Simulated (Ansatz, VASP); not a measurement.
**Co: VASP beside Ansatz**

```
Co
1.0
    -2.92285    2.54371    1.23424
     2.54371   -2.92285    1.23424
     2.13545    2.13545   -1.92863
Co
2
Cartesian
  -0.7254 4.6172 -0.6944
  -0.5504 2.3068 0.2699
```

Alike in both runs: task single point; functional revPBE; k mesh 21 × 21 × 14; occupations fermi-dirac, width 0.1 eV; no spin polarisation.

|  | VASP | Ansatz |
| --- | --- | --- |
| version | VASP 6.6.1 | Ansatz 0.2.0 |
| potentials or method | VASP PAW PBE potentials, release 64 (Co), cutoff 520 eV | plane waves (420 eV) with PAW, scalar-relativistic |
| valence electrons in the cell | 18 | 34 |

Ansatz gave:

- pressure (GPa): -18.5
- traceless stress, the component that is largest in VASP (GPa): 1.59

**Question.** What did VASP give for the same quantities?

**Answer.** Pressure (GPa): -18.5; traceless stress, the component that is largest in VASP (GPa): 1.44.

VASP's potentials were made for PBE, not for revPBE. VASP's potentials hold 18 valence electrons a cell and Ansatz's 34, so a difference there can come from the potentials and not from the codes.
